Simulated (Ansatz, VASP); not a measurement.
# Be2Rh: VASP beside Ansatz

```
Be Rh
1.0
     1.44650    0.83514    4.43673
    -1.44650    0.83514    4.43673
     0.00000   -1.67027    4.43673
Be Rh
2 1
Cartesian
  0.0000 0.0000 10.4143
  0.0000 0.0000 2.8959
  0.0000 0.0000 0.0000
```

Alike in both runs: functional PBE; k mesh 18 × 18 × 18; occupations gaussian, width 0.1 eV; no spin polarisation.

Ansatz relaxed the structure, and its values are those at the end. VASP's run is a single point on that final structure, the one shown.

|  | VASP | Ansatz |
| --- | --- | --- |
| version | VASP 6.6.1 | Ansatz 0.2.0 |
| potentials or method | VASP PAW PBE potentials, release 64 (Be, Rh_pv), cutoff 520 eV | scalar-relativistic, plane waves, PAW |
| valence electrons in the cell | 19 | 21 |

```tsv
	VASP	Ansatz	Ansatz less VASP
gap on the k mesh at the Fermi level (eV)	none	none	-
pressure (GPa)	0.1	0.0	-0.08
```

A gap of «none» marks a metal or a gap that the smearing closes. With one functional, cell and mesh, what is left measures potentials, basis and numerics. VASP's potentials hold 19 valence electrons a cell and Ansatz's 21, so a difference there can come from the potentials and not from the codes.
